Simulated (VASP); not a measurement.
Input of a VASP 6.6.1 run:

File INCAR:

```
SYSTEM = ZrB
ALGO = Normal
EDIFF = 1E-6
ENCUT = 520
GGA = PS
ISIF = 2
ISMEAR = 0
LASPH = .TRUE.
LCHARG = .TRUE.
LELF = .TRUE.
LREAL = .FALSE.
LVHAR = .TRUE.
LWAVE = .FALSE.
NBANDS = 14
NELM = 80
PREC = Accurate
SIGMA = 0.15
```

KPOINTS

```
k-points
0
G
  18 18 18
  0 0 0
```

POSCAR

```
ZrB
1.0
    0.0203437500      2.3250000000      2.3250000000
    2.3453437500      0.0000000000      2.3453437500
    2.3250000000      2.3250000000      0.0203437500
Zr B
1 1
Direct
    0.0000000000      0.0000000000      0.0000000000
    0.5000000000      0.5000000000      0.5000000000
```

Potentials or basis: VASP PAW PBE potentials, release 64 (Zr_sv, B).

The run is started by

```sh
$ cat potpaw_PBE.64/Zr_sv/POTCAR potpaw_PBE.64/B/POTCAR > POTCAR
$ mpirun -np 1 vasp_std > vasp.out
```

Predict the band gap on the k mesh.

zero (an odd number of electrons rules out a gap without spin polarisation).

Estimate the pressure.

29.7 GPa.

Stress tensor (GPa, compression positive):
```
29.72  0.00 -1.00
 0.00 29.74  0.00
-1.00  0.00 29.72
```

Caveat: the cell differs from its parent crystal (strain +0.0175 x Voigt [0, 0, 0, 0, 1, 0]); the cell stands under pressure; the PAW data sets were made with another functional, which shifts forces and pressure a little.
